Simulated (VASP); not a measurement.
## Mg2Ga2O3: single point with PBE

Mg2Ga2O3:

```
Mg Ga O
1.0
     3.20792    0.00000    0.00000
    -1.60396    2.77814    0.00000
     0.00000    0.00000    9.78037
Mg Ga O
2 2 3
Direct
  0.66667 0.33333 0.87588
  0.33333 0.66667 0.12412
  0.33333 0.66667 0.58421
  0.66667 0.33333 0.41579
  0.33333 0.66667 0.76862
  0.66667 0.33333 0.23138
  0.00000 0.00000 0.00000
```

The cell was generated, and may not be a known phase.

```
Program                : VASP 6.6.1
Task                   : single point
Functional             : PBE
Potentials or basis    : VASP PAW PBE potentials, release 64 (Mg, Ga_d, O)
Cutoff                 : 520 eV
k mesh                 : 4 × 4 × 2
Occupations            : gaussian, width 0.15 eV
Spin                   : no spin polarisation
Dipole correction      : no
Further INCAR settings : ALGO = Normal; EDIFF = 1e-06; NBANDS = 33
```

```
Pressure               : -0.3 GPa
Largest force          : 0.060 eV/Å
Band gap on the k mesh : zero (bands 24 and 25 overlap by 0.95 eV)
```

Forces on the atoms (eV/Å):
```
Mg   0.000  0.000  0.006
Mg   0.000  0.000 -0.006
Ga   0.000  0.000 -0.012
Ga   0.000  0.000  0.012
O    0.000  0.000  0.060
O    0.000  0.000 -0.060
O    0.000  0.000  0.000
```

Stress tensor (GPa, compression positive):
```
-0.43  0.00  0.00
 0.00 -0.43  0.00
 0.00  0.00  0.07
```

Levels at points of the mesh, in eV from the Fermi level:
```
           k point  band 20  band 21  band 22  band 23  band 24  band 25  band 26  band 27  band 28  band 29
(0.00, 0.00, 0.00)    -2.99    -2.99    -2.16    -2.16    -0.09     2.39     4.66     6.29     6.70     6.70
(0.50, 0.00, 0.00)    -3.70    -3.63    -3.40    -2.62    -2.52     2.23     2.43     3.04     5.84     6.64
(0.00, 0.00, 0.50)    -2.96    -2.72    -2.16    -2.16    -0.85     3.60     3.73     6.20     6.70     6.70
(0.50, 0.00, 0.50)    -3.57    -3.51    -3.47    -2.61    -2.56     2.12     2.65     3.03     5.91     6.28
```

Run time: 18 s on 1 thread of AMD EPYC 9R45 96-Core Processor (Zen 5), with other jobs on the host, peak memory 0.17 GiB.

Caveat: the k points lie up to 0.57 Å⁻¹ apart, too coarse for converged energies and pressures of a metal.
